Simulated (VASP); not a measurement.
# Mo2As (Pnnm) in VASP: notebook, part 2 of 2

VASP 6.6.1. The steps go on from the part before.

### 3 Single point, PBE

This run uses another cell than the first one, of 18.37 Å³/atom.

File INCAR:

```
SYSTEM = Mo2As
PREC = Accurate
ENCUT = 520
EDIFF = 1E-7
ISMEAR = 0
SIGMA = 0.1
LREAL = .FALSE.
LASPH = .TRUE.
NELM = 80
ALGO = Fast
ISIF = 2
LWAVE = .FALSE.
LCHARG = .FALSE.
GGA = PE
NBANDS = 42
```

File KPOINTS:

```
Automatic mesh
0
G
  4 4 6
  0 0 0
```

File POSCAR:

```
Mo2As
1.0
    4.4835947700      0.0000000000      0.0000000000
    0.0000000000      6.0575949687      0.0000000000
    0.0000000000      0.0000000000      4.0571637395
Mo As
4 2
Direct
    0.2063741366      0.3820736650      0.0000000000
    0.7936258634      0.6179263350      0.0000000000
    0.7063741366      0.1179263350      0.5000000000
    0.2936258634      0.8820736650      0.5000000000
    0.0000000000      0.0000000000      0.0000000000
    0.5000000000      0.5000000000      0.5000000000
```

Potentials or basis: VASP PAW PBE potentials, release 64 (Mo_sv, As).

On the command line:

```console
cat potpaw_PBE.64/Mo_sv/POTCAR potpaw_PBE.64/As/POTCAR > POTCAR
mpirun -np 1 vasp_std > vasp.out
```

OUTCAR:

```text
SYSTEM = Mo2As
   PREC = Accurate
   ENCUT = 520
   EDIFF = 1E-7
   ISMEAR = 0
   LREAL = .FALSE.
   LASPH = .TRUE.
   NELM = 80
   ISIF = 2
   GGA = PE

 ion  position               nearest neighbor table
   1  0.206  0.382  0.000-   2 2.34   5 2.49   6 2.52   6 2.52   2 3.00   3 3.42   3 3.42   3 3.42
                             3 3.42
   2  0.794  0.618  0.000-   1 2.34   5 2.49   6 2.52   6 2.52   1 3.00   4 3.42   4 3.42   4 3.42
                             4 3.42
   3  0.706  0.118  0.500-   4 2.34   6 2.49   5 2.52   5 2.52   4 3.00   1 3.42   1 3.42   1 3.42
                             1 3.42
[... 1296 lines left out ...]
  -------------------------------------------------------------------------------------
  Total        0.5115538      0.4712472      0.3678994      0.0000000      0.0000000      0.0000000
  in kB        7.4379413      6.8518875      5.3492210      0.0000000      0.0000000      0.0000000
  external PRESSURE =       6.5463499 kB  Pullay stress =       0.0000000 kB

 VOLUME and BASIS-vectors are now :
 -----------------------------------------------------------------------------
  energy-cutoff  :      520.00
  volume of cell :      110.19
      direct lattice vectors                 reciprocal lattice vectors
     4.483594770  0.000000000  0.000000000     0.223035321  0.000000000  0.000000000
     0.000000000  6.057594969  0.000000000     0.000000000  0.165082018  0.000000000
     0.000000000  0.000000000  4.057163739     0.000000000  0.000000000  0.246477605

 POSITION                                       TOTAL-FORCE (eV/Angst)
 -----------------------------------------------------------------------------------
      0.92530      2.31445      0.00000         0.048330     -0.065098      0.000000
      3.55830      3.74315      0.00000        -0.048330      0.065098     -0.000000
      3.16710      0.71435      2.02858         0.048330      0.065098      0.000000
      1.31650      5.34324      2.02858        -0.048330     -0.065098     -0.000000
      0.00000      0.00000      0.00000         0.000000      0.000000      0.000000
      2.24180      3.02880      2.02858         0.000000      0.000000      0.000000
 -----------------------------------------------------------------------------------
    total drift:                                0.000000     -0.000000      0.000000

  FREE ENERGIE OF THE ION-ELECTRON SYSTEM (eV)
  ---------------------------------------------------
  free  energy   TOTEN  =       -50.2114775801 eV

  energy  without entropy=      -50.1883092185  energy(sigma->0) =      -50.19989340
```

It took 76 s on 1 thread of Intel Xeon 6975P-C (Granite Rapids), shared host; peak memory 0.3 GiB.

What came out:

```yaml
Free_energy: -50.2115 eV
Pressure: 0.7 GPa
Largest_force: 0.081 eV/Å
Band_gap_on_the_k_mesh: zero (bands 33 and 34 overlap by 1.43 eV)
```

Forces on the atoms (eV/Å):
```
Mo   0.048 -0.065  0.000
Mo  -0.048  0.065  0.000
Mo   0.048  0.065  0.000
Mo  -0.048 -0.065  0.000
As   0.000  0.000  0.000
As   0.000  0.000  0.000
```

Levels at points of the mesh, in eV from the Fermi level:
```
           k point  band 29  band 30  band 31  band 32  band 33  band 34  band 35  band 36  band 37  band 38
(0.00, 0.00, 0.00)    -1.73    -1.35    -0.93    -0.65    -0.53    -0.46     0.95     1.06     1.34     1.57
(0.50, 0.00, 0.00)    -1.84    -1.84    -0.40    -0.40     0.59     0.59     0.91     0.91     1.42     1.42
(0.00, 0.50, 0.00)    -1.52    -1.52    -1.08    -1.08    -0.67    -0.67     0.73     0.73     0.98     0.98
(0.50, 0.50, 0.00)    -1.65    -1.65    -1.25    -1.25     0.53     0.53     1.44     1.44     1.83     1.83
(0.00, 0.00, 0.50)    -1.63    -1.63    -0.63    -0.63     0.76     0.76     0.81     0.81     1.23     1.23
(0.50, 0.00, 0.50)    -1.08    -1.08    -0.93    -0.93    -0.02    -0.02     0.33     0.33     1.45     1.45
(0.00, 0.50, 0.50)    -1.79    -1.79    -0.26    -0.26     0.15     0.15     0.75     0.75     1.64     1.64
(0.50, 0.50, 0.50)    -0.84    -0.84    -0.29    -0.29     0.14     0.14     0.35     0.35     0.92     0.92
```

### 4 Relaxation of cell and atoms, PBE

File INCAR:

```
ALGO     = Fast           # electronic algorithm
EDIFF    = 1E-6           # SCF threshold, eV
EDIFFG   = -0.04          # ionic threshold
ENCUT    = 600            # plane-wave cutoff, eV
GGA      = PE             # functional
IBRION   = 2              # ionic algorithm
ISIF     = 3              # what is computed and relaxed
ISMEAR   = 0              # smearing method
LASPH    = True           # aspherical terms in the spheres
LCHARG   = False          # write CHGCAR
LREAL    = False          # projectors in reciprocal space
LWAVE    = False          # write WAVECAR
NELM     = 100            # most SCF steps
NSW      = 90             # ionic steps
PREC     = Accurate       # precision mode
SIGMA    = 0.1            # smearing width, eV
```

File KPOINTS:

```
k-points
0
Gamma
  4 4 6
```

File POSCAR:

```
Mo2As
1.0
    4.6209253076      0.0000000000      0.0000000000
    0.0000000000      5.6398036772      0.0000000000
    0.0000000000      0.0000000000      3.5207446028
Mo As
4 2
Direct
    0.2004000000      0.3787000000      0.0000000000
    0.7996000000      0.6213000000      0.0000000000
    0.7004000000      0.1213000000      0.5000000000
    0.2996000000      0.8787000000      0.5000000000
    0.0000000000      0.0000000000      0.0000000000
    0.5000000000      0.5000000000      0.5000000000
```

On the command line:

```console
cat potpaw_PBE.64/Mo_sv/POTCAR potpaw_PBE.64/As/POTCAR > POTCAR
mpirun -np 1 vasp_std > vasp.out
```

It took 64 min on 1 thread of Intel Xeon 6975P-C (Granite Rapids), shared host; peak memory 0.33 GiB.

The run converged. Its results:

```yaml
Free_energy: -50.2017 eV
Relaxed_volume: 18.43 Å³/atom
Relaxed_cell: a = 4.481 Å, b = 6.086 Å, c = 4.054 Å, α = 90.00°, β = 90.00°, γ = 90.00°
Space_group_after_relaxing_to_0.1_Å: Pnnm (No. 58)
Pressure_after_relaxing: -0.1 GPa
Largest_force_after_relaxing: 0.030 eV/Å
Band_gap_on_the_k_mesh: zero (bands 33 and 34 overlap by 1.42 eV)
```

Forces in eV/Å, atoms in the order of the input:
```
Mo   0.025  0.016  0.000
Mo  -0.025 -0.016  0.000
Mo   0.025 -0.016  0.000
Mo  -0.025  0.016  0.000
As   0.000  0.000  0.000
As   0.000  0.000  0.000
```

Stress tensor (GPa, compression positive):
```
 0.03  0.00  0.00
 0.00 -0.32  0.00
 0.00  0.00  0.09
```

Final structure:
```
CELL_PARAMETERS angstrom
4.48115 0.00000 0.00000
0.00000 6.08644 0.00000
0.00000 0.00000 4.05394
ATOMIC_POSITIONS crystal
Mo 0.20588 0.38137 0.00000
Mo 0.79412 0.61863 0.00000
Mo 0.70588 0.11863 0.50000
Mo 0.29412 0.88137 0.50000
As 0.00000 0.00000 0.00000
As 0.50000 0.50000 0.50000
```

Levels at points of the mesh, in eV from the Fermi level:
| k point | band 31 | band 32 | band 33 | band 34 | band 35 | band 36 |
| --- | --- | --- | --- | --- | --- | --- |
| (0.00, 0.00, 0.00) | -0.95 | -0.62 | -0.55 | -0.48 | 0.95 | 1.07 |
| (0.50, 0.00, 0.00) | -0.42 | -0.42 | 0.57 | 0.57 | 0.89 | 0.89 |
| (0.00, 0.50, 0.00) | -1.05 | -1.05 | -0.65 | -0.65 | 0.73 | 0.73 |
| (0.50, 0.50, 0.00) | -1.24 | -1.24 | 0.53 | 0.53 | 1.45 | 1.45 |
| (0.00, 0.00, 0.50) | -0.61 | -0.61 | 0.77 | 0.77 | 0.81 | 0.81 |
| (0.50, 0.00, 0.50) | -0.91 | -0.91 | 0.00 | 0.00 | 0.35 | 0.35 |
| (0.00, 0.50, 0.50) | -0.25 | -0.25 | 0.14 | 0.14 | 0.76 | 0.76 |
| (0.50, 0.50, 0.50) | -0.31 | -0.31 | 0.14 | 0.14 | 0.36 | 0.36 |

Caveat: the volume moved by over 15 % at a fixed basis, so the end points are rough.

### 5 Single point, PBE

This run uses another cell than the first one, of 18.37 Å³/atom.

File INCAR:

```
SYSTEM = Mo2As
  ALGO = Fast
  EDIFF = 1E-7
  ENCUT = 520
  GGA = PE
  ISIF = 2
  ISMEAR = 0
  LASPH = .True.
  LCHARG = .False.
  LREAL = .False.
  LWAVE = .False.
  NBANDS = 42
  NELM = 60
  PREC = Accurate
  SIGMA = 0.1
```

File KPOINTS:

```
k-points
0
Gamma
  8 6 10
  0 0 0
```

File POSCAR:

```
Mo2As
1.0
    4.4774701469      0.0000000000      0.0000000000
    0.0000000000      6.0717701615      0.0000000000
    0.0000000000      0.0000000000      4.0553454016
Mo As
4 2
Direct
    0.2062353770      0.3815887527      0.0000000000
    0.7937646230      0.6184112473      0.0000000000
    0.7062353770      0.1184112473      0.5000000000
    0.2937646230      0.8815887527      0.5000000000
    0.0000000000      0.0000000000      0.0000000000
    0.5000000000      0.5000000000      0.5000000000
```

Potentials or basis: VASP PAW PBE potentials, release 64 (Mo_sv, As).

On the command line:

```console
cat potpaw_PBE.64/Mo_sv/POTCAR potpaw_PBE.64/As/POTCAR > POTCAR
mpirun -np 1 vasp_std > vasp.out
```

OUTCAR:

```text
SYSTEM = Mo2As
   EDIFF = 1E-7
   ENCUT = 520
   GGA = PE
   ISIF = 2
   ISMEAR = 0
   LASPH = .True.
   LREAL = .False.
   NELM = 60
   PREC = Accurate

 ion  position               nearest neighbor table
   1  0.206  0.382  0.000-   2 2.34   5 2.49   6 2.52   6 2.52   2 3.00   3 3.42   3 3.42   3 3.42
                             3 3.42
   2  0.794  0.618  0.000-   1 2.34   5 2.49   6 2.52   6 2.52   1 3.00   4 3.42   4 3.42   4 3.42
                             4 3.42
   3  0.706  0.118  0.500-   4 2.34   6 2.49   5 2.52   5 2.52   4 3.00   1 3.42   1 3.42   1 3.42
                             1 3.42
   4  0.294  0.882  0.500-   3 2.34   6 2.49   5 2.52   5 2.52   3 3.00   2 3.42   2 3.42   2 3.42
                             2 3.42
   5  0.000  0.000  0.000-   1 2.49   2 2.49   3 2.52   4 2.52   3 2.52   4 2.52
   6  0.500  0.500  0.500-   3 2.49   4 2.49   1 2.52   2 2.52   1 2.52   2 2.52

  LATTYP: Found a simple orthorhombic cell.
 ALAT       =     4.0553454016
 B/A-ratio  =     1.1040909475
 C/A-ratio  =     1.4972263914

  Lattice vectors:

[... 191 lines left out ...]

 val. band max:        8.9251504334   @ k =   0.5000   0.0000   0.5000
 cond. band min:       8.9284447128   @ k =   0.3750   0.1667   0.4000
 fundamental gap:      0.0032942793
 Fermi energy:         8.9262992284

 k-point     1 :       0.0000    0.0000    0.0000
  band No.  band energies     occupation
      1     -51.9734      2.00000
      2     -51.9537      2.00000
      3     -51.6700      2.00000
      4     -51.6611      2.00000
      5     -26.7453      2.00000
      6     -26.6885      2.00000
[... 1069 lines left out ...]
     41      12.7921      0.00000
     42      13.1416      0.00000

 [... further k-points ...]

------------------------ aborting loop because EDIFF is reached ----------------------------------------

  FORCE on cell =-STRESS in cart. coord.  units (eV):
  Direction    XX          YY          ZZ          XY          YZ          ZX
  --------------------------------------------------------------------------------------
  -------------------------------------------------------------------------------------
  Total        0.4392874      0.4446644      0.2593771      0.0000000      0.0000000      0.0000000
  in kB        6.3838609      6.4620018      3.7693491      0.0000000      0.0000000      0.0000000
  external PRESSURE =       5.5384039 kB  Pullay stress =       0.0000000 kB

 VOLUME and BASIS-vectors are now :
 -----------------------------------------------------------------------------
  energy-cutoff  :      520.00
  volume of cell :      110.25
      direct lattice vectors                 reciprocal lattice vectors
     4.477470147  0.000000000  0.000000000     0.223340406  0.000000000  0.000000000
     0.000000000  6.071770161  0.000000000     0.000000000  0.164696616  0.000000000
     0.000000000  0.000000000  4.055345402     0.000000000  0.000000000  0.246588120

 POSITION                                       TOTAL-FORCE (eV/Angst)
 -----------------------------------------------------------------------------------
      0.92341      2.31692      0.00000         0.066848     -0.049769      0.000000
      3.55406      3.75485      0.00000        -0.066848      0.049769     -0.000000
      3.16215      0.71897      2.02767         0.066848      0.049769      0.000000
      1.31532      5.35280      2.02767        -0.066848     -0.049769     -0.000000
      0.00000      0.00000      0.00000         0.000000      0.000000      0.000000
      2.23874      3.03589      2.02767         0.000000      0.000000      0.000000
 -----------------------------------------------------------------------------------
    total drift:                                0.000000      0.000000     -0.000000

  FREE ENERGIE OF THE ION-ELECTRON SYSTEM (eV)
  ---------------------------------------------------
  free  energy   TOTEN  =       -50.1826231129 eV

  energy  without entropy=      -50.1562419978  energy(sigma->0) =      -50.16943256
```

stdout:

```text
POSCAR found type information on POSCAR MoAs
 POSCAR found :  2 types and       6 ions
 scaLAPACK will be used
 LDA part: xc-table for (Slater+PW92), standard interpolation
 POSCAR, INCAR and KPOINTS ok, starting setup
 FFT: planning ... GRIDC
 FFT: planning ... GRID_SOFT
 FFT: planning ... GRID
 WAVECAR not read
 entering main loop
```

Run time: 4.1 min. Hardware: 1 thread of Intel Xeon 6975P-C (Granite Rapids), shared host; peak memory 0.53 GiB.

What came out:

```yaml
Free_energy: -50.1826 eV
Pressure: 0.6 GPa
Largest_force: 0.083 eV/Å
Band_gap_on_the_k_mesh: zero (bands 33 and 34 overlap by 1.43 eV)
```

Forces on the atoms (eV/Å):
```
Mo   0.067 -0.050  0.000
Mo  -0.067  0.050  0.000
Mo   0.067  0.050  0.000
Mo  -0.067 -0.050  0.000
As   0.000  0.000  0.000
As   0.000  0.000  0.000
```

Stress tensor (GPa, compression positive):
```
0.64 0.00 0.00
0.00 0.65 0.00
0.00 0.00 0.38
```

### 6 Overview

| task | cell | k mesh | cutoff (eV) | gap on the mesh (eV) | pressure (GPa) | largest force (eV/Å) |
| --- | --- | --- | --- | --- | --- | --- |
| single point | a = 4.621, b = 5.640, c = 3.521 Å, 6 atoms, atomic positions A | 4 × 4 × 6 | 520 | none | 44.2 | 0.25 |
| single point | a = 4.484, b = 6.058, c = 4.057 Å, 6 atoms, atomic positions B | 4 × 4 × 6 | 520 | none | 0.7 | 0.08 |
| relaxation of cell and atoms | relaxed from a = 4.621, b = 5.640, c = 3.521 Å, 6 atoms, atomic positions A | 4 × 4 × 6 | 600 | none | -0.1 | 0.03 |
| single point | a = 4.477, b = 6.072, c = 4.055 Å, 6 atoms, atomic positions C | 8 × 6 × 10 | 520 | none | 0.6 | 0.08 |

Alike in all rows: level PBE; potentials or basis VASP PAW PBE potentials, release 64 (Mo_sv, As); no spin polarisation; smearing gaussian 0.1 eV.

Caveats: the stress differs along the axes, from 41 to 47 GPa (at least some runs); the volume moved by over 15 % at a fixed basis, so the end points are rough (at least some runs).

Total energies depend on the potentials used, so only differences within one code and one set of settings carry meaning.
